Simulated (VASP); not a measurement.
Set up this calculation in VASP 6.6.1, as the native input.

```yaml
Task: density of states
Functional: LDA
Potentials_or_basis: VASP PAW LDA potentials, release 64 (Hf_pv)
Cutoff: 520 eV
k_mesh: 10 × 10 × 5
Occupations: fermi-dirac, width 0.025 eV
Spin: no spin polarisation
Dipole_correction: no
k_mesh_for_the_DOS: 15 × 15 × 8
Occupations_for_the_DOS: tetrahedron
Further_INCAR_settings: ALGO = Fast; EDIFF = 1e-07
```

Crystal: Hf.

```
Hf
1.0
     3.10907    0.00000    0.00000
    -1.55454    2.69254    0.00000
     0.00000    0.00000    4.91916
Hf
2
Cartesian
  1.5545 0.8975 3.6894
  0.0000 1.7950 1.2298
```

This cell differs from its parent crystal: volume scaled by 0.92.

These files were run (other wordings do the same):

POSCAR

```
Hf
1.0
    3.1090747008      0.0000000000      0.0000000000
   -1.5545373504      2.6925376732      0.0000000000
    0.0000000000      0.0000000000      4.9191597652
Hf
2
Direct
    0.6666666667      0.3333333333      0.7500000000
    0.3333333333      0.6666666667      0.2500000000
```

INCAR.step1

```
ALGO = Fast
EDIFF = 1E-7
ENCUT = 520
ISIF = 2
ISMEAR = -1
LASPH = True
LCHARG = True
LMAXMIX = 4
LREAL = False
LWAVE = False
NBANDS = 17
NELM = 80
PREC = Accurate
SIGMA = 0.025
```

KPOINTS.step1

```
k-points
0
Gamma
  10 10 5
```

INCAR.step2

```
ALGO = Fast
EDIFF = 1E-7
ENCUT = 520
ICHARG = 11
ISIF = 2
ISMEAR = -5
LASPH = True
LCHARG = False
LMAXMIX = 4
LORBIT = 10
LREAL = False
LWAVE = False
NEDOS = 1001
NELM = 80
PREC = Accurate
SIGMA = 0.025
```

KPOINTS.step2

```
k-points
0
Gamma
  15 15 8
```

Potentials or basis: VASP PAW LDA potentials, release 64 (Hf_pv).

Run with:

```sh
$ cat potpaw_LDA.64/Hf_pv/POTCAR > POTCAR
$ cp INCAR.step1 INCAR
$ cp KPOINTS.step1 KPOINTS
$ mpirun -np 1 vasp_std > vasp.out
$ cp INCAR.step2 INCAR
$ cp KPOINTS.step2 KPOINTS
$ mpirun -np 1 vasp_std > vasp.out
```

It gave:

```json
{
 "Valence electrons inside the program's atomic spheres": "Hf 8.52"
}
```

Caveat: spin-orbit coupling is left out, which moves the levels of the heavy elements.

Wall time 28 s on 1 thread of Intel Xeon 6975P-C (shared host), peak memory 0.19 GiB.
